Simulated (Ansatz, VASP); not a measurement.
# W in VASP and in Ansatz

```
CELL_PARAMETERS angstrom
-1.58434 1.58434 1.58434
1.58434 -1.58434 1.58434
1.58434 1.58434 -1.58434
ATOMIC_POSITIONS crystal
W 0.00000 0.00000 0.00000
```

Alike in both runs: functional r2SCAN; k mesh 20 × 20 × 20; occupations fermi-dirac, width 0.15 eV; no spin polarisation.

Ansatz relaxed the structure, and its values are those at the end. VASP's run is a single point on that final structure, the one shown.

```csv
,VASP,Ansatz
version,VASP 6.6.1,Ansatz 0.2.0
potentials or method,"VASP PAW PBE potentials, release 64 (W_sv), cutoff 520 eV","scalar-relativistic, plane waves, PAW"
valence electrons in the cell,14,14
```

|  | VASP | Ansatz | Ansatz less VASP |
| --- | --- | --- | --- |
| gap on the k mesh at the Fermi level (eV) | none | none | - |
| pressure (GPa) | 1.2 | 0.0 | -1.23 |

VASP's potentials were made for PBE, not for r2SCAN. A gap of «none» marks a metal or a gap that the smearing closes. With one functional, cell and mesh, what is left measures potentials, basis and numerics.

Neither program's run includes spin-orbit coupling.
